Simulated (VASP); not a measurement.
Runs of VASP 6.6.1 on Mo. The structure is that of space group Fd-3m (No. 227), or close to it. The cells are those of the table. 

```tsv
task	cell	k mesh	cutoff (eV)	gap on the mesh (eV)	pressure (GPa)	relaxed volume (Å³/atom)
relaxation of cell and atoms	relaxed from a = 4.021 Å, angles 60.0°, 2 atoms	12 × 12 × 12	600	none	0.1	(b)
single point	a = 4.021 Å, angles 60.0°, 2 atoms	12 × 12 × 12	520	none	0.4	-
relaxation of cell and atoms	relaxed from a = 3.717 Å, angles 60.0°, 2 atoms	6 × 6 × 6	500	none	0.0	22.97
single point	a = 4.021 Å, angles 60.0°, 2 atoms	6 × 6 × 6	500	none	(a)	-
single point	a = 3.717 Å, angles 60.0°, 2 atoms	6 × 6 × 6	500	none	43.1	-
```

Alike in all rows: level PBE; potentials or basis VASP PAW PBE potentials, release 64 (Mo_sv); no spin polarisation; smearing gaussian 0.1 eV.

Task: Fill in the values left out.

Result: (a) 0.2; (b) 23.05.

Caveats: the volume moved by over 15 % at a fixed basis, so the end points are rough (some runs).

A k mesh can miss the band edges, and the runs leave out spin-orbit coupling on Mo.

A gap of «none» marks levels without a gap at the run's occupations.
